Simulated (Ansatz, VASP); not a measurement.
## Two plane-wave programs on K3Cd2Os

```
K Cd Os
1.0
     5.03248    0.00000    0.00000
     0.00000    5.03248    0.00000
     0.00000    0.00000   11.28101
K Cd Os
3 2 1
Direct
  0.50000 0.50000 0.69299
  0.50000 0.50000 0.30134
  0.00000 0.00000 0.12488
  0.00000 0.50000 0.91899
  0.50000 0.00000 0.91899
  0.50000 0.50000 0.99275
```

Alike in both runs: functional PBE; k mesh 4 × 4 × 2; occupations gaussian, width 0.1 eV; no spin polarisation.

Ansatz relaxed the structure, and its values are those at the end. VASP's run is a single point on that final structure, the one shown.

|  | VASP | Ansatz |
| --- | --- | --- |
| version | VASP 6.6.1 | Ansatz 0.2.0 |
| potentials or method | VASP PAW PBE potentials, release 64 (K_sv, Cd, Os), cutoff 520 eV | scalar-relativistic, plane waves, PAW |
| valence electrons in the cell | 59 | 83 |

```tsv
	VASP	Ansatz	Ansatz less VASP
gap on the k mesh at the Fermi level (eV)	none	none	-
pressure (GPa)	0.1	0.0	-0.10
rms of the force components (eV/Å)	0.026	0.007	-0.0186
```

A gap of «none» marks a metal or a gap that the smearing closes. With one functional, cell and mesh, what is left measures potentials, basis and numerics. VASP's potentials hold 59 valence electrons a cell and Ansatz's 83, so a difference there can come from the potentials and not from the codes.

Spin-orbit coupling is off throughout.
